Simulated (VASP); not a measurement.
## WS: elastic constants with LDA

WS:

```
CELL_PARAMETERS angstrom
3.00789 0.00000 0.00000
0.00000 3.00789 0.00000
0.00000 0.00000 3.00789
ATOMIC_POSITIONS crystal
W 0.50000 0.50000 0.50000
S 0.00000 0.00000 0.00000
```

* Program: VASP 6.6.1
* Task: elastic constants
* Functional: LDA
* Potentials or basis: VASP PAW LDA potentials, release 64 (W_sv, S)
* Cutoff: 600 eV
* k mesh: 7 × 7 × 7
* Occupations: fermi-dirac, width 0.05 eV
* Spin: no spin polarisation
* Dipole correction: no
* Ions in elastic constants: relaxed
* Further INCAR settings: ALGO = Normal; EDIFF = 1e-08; IBRION = 6; POTIM = 0.015; NSW = 1; ISIF = 3

```
Elastic constants C11, C12, C44                         : 366, 172, 25 GPa
Voigt bulk modulus                                      : 237 GPa
Highest phonon frequency at Γ, LO-TO splitting left out : 152 cm⁻¹
```

Phonon frequencies in cm⁻¹ (negative: imaginary):
```tsv
q point	frequencies
(0.000, 0.000, 0.000)	0 0 0 152 152 152
```

Elastic tensor in Voigt notation (GPa, in the Cartesian axes of the cell as first typed):
```
366 172 172   0   0   0
172 366 172   0   0   0
172 172 366   0   0   0
  0   0   0  25   0   0
  0   0   0   0  25   0
  0   0   0   0   0  25
```

Clamped-ion elastic tensor (GPa):
```
366 172 172   0   0   0
172 366 172   0   0   0
172 172 366   0   0   0
  0   0   0  25   0   0
  0   0   0   0  25   0
  0   0   0   0   0  25
```

Wall time 5.4 min on 1 thread of Intel Xeon 8259CL (shared host), peak memory 0.2 GiB.

Caveat: the cell is under stress, which shifts elastic constants.
